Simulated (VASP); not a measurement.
## Ti2Al6H: single point with PBE+D3(BJ)

Slab: Ti2Al6H, a slab with vacuum.

```xyz
9
Lattice="5.0242 0.0000 0.0000 2.1589 4.5367 0.0000 0.0000 0.0000 21.2187" Properties=species:S:1:pos:R:3 pbc="T T T"
Al    2.5121    0.0000    4.0000
Al    1.0794    2.2684    4.0000
Al    0.0000    0.0000    5.3414
Al    1.0794    2.2684    6.7763
Al    2.5121    0.0000    6.7763
Al    3.5915    2.2684    8.1187
Ti    3.5915    2.2684    5.3414
Ti    0.0000    0.0000    8.0567
H     3.9513    3.0245   10.3187
```

```
Program                : VASP 6.6.1
Task                   : single point
Functional             : PBE
Dispersion             : D3(BJ)
Potentials or basis    : VASP PAW PBE potentials, release 64 (Al, Ti_sv, H)
Cutoff                 : 520 eV
k mesh                 : 6 × 6 × 1
Occupations            : gaussian, width 0.1 eV
Spin                   : no spin polarisation
Dipole correction      : yes
Further INCAR settings : ALGO = Normal; EDIFF = 1e-06; NBANDS = 32
```

| Property | Result |
| --- | --- |
| Largest force | 1.884 eV/Å |
| Dispersion energy per atom | -0.228 eV |

Forces in eV/Å, atoms in the order of the input:
```
Al   0.009 -0.091  0.574
Al  -0.076  0.031  0.577
Al  -0.037  0.033 -0.506
Al   0.071 -0.008  0.027
Al   0.022  0.054 -0.091
Al   0.228  0.267  0.907
Ti   0.042  0.106 -0.176
Ti   0.228 -0.088  0.482
H   -0.486 -0.305 -1.795
```

Levels at points of the mesh, in eV from the Fermi level:
```
           k point  band 19  band 20  band 21  band 22  band 23  band 24
(0.00, 0.00, 0.00)    -1.13    -1.09    -0.46    -0.29    -0.16     0.58
(0.50, 0.00, 0.00)    -0.65    -0.31    -0.09     0.22     0.52     0.80
(0.00, 0.50, 0.00)    -0.64    -0.30    -0.10     0.18     0.39     0.77
(0.50, 0.50, 0.00)    -0.52    -0.36     0.10     0.21     0.51     0.57
```

Wall time 6.1 min on 1 thread of Intel(R) Xeon(R) 6975P-C (Granite Rapids) (shared host), peak memory 0.68 GiB.
